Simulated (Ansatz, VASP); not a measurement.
## SiO2: VASP beside Ansatz

```
Si O
1.0
     4.15204    0.00000    0.00000
     0.00000    4.15204    0.00000
     0.00000    0.00000    2.64989
Si O
2 4
Direct
  0.00000 0.00000 0.00000
  0.50000 0.50000 0.50000
  0.30670 0.30670 0.00000
  0.19330 0.80670 0.50000
  0.69330 0.69330 0.00000
  0.80670 0.19330 0.50000
```

Change from the starting cell: volume scaled by 0.98, crystal datasets.

Alike in both runs: task electric field gradients; functional PBEsol; k mesh 6 × 6 × 9; occupations fermi-dirac, width 0.03 eV; no spin polarisation.

```csv
,VASP,Ansatz
version,VASP 6.6.1,Ansatz 0.2.0
potentials or method,"VASP PAW PBE potentials, release 64 (Si, O), cutoff 520 eV","all-electron PAW with datasets made for the crystal, scalar-relativistic"
```

Ansatz gave:

```
gap on the k mesh at the Fermi level (eV)                     : 5.95
pressure (GPa)                                                : 10.9
traceless stress, the component that is largest in VASP (GPa) : 1.44
rms of the force components (eV/Å)                            : 0.160
size of Vzz on the site where it differs most (V/Å²)          : 19.6
```

**Question.** What did VASP give for the same quantities?

**Answer.** gap on the k mesh at the Fermi level (eV): 5.95; pressure (GPa): 11.8; traceless stress, the component that is largest in VASP (GPa): 2.14; rms of the force components (eV/Å): 0.182; size of Vzz on the site where it differs most (V/Å²): 22.7.

VASP's potentials were made for PBE, not for PBEsol. Atom by atom the forces differ by 0.022 eV/Å (rms over components). Ansatz ran all-electron here, and VASP with PAW potentials.
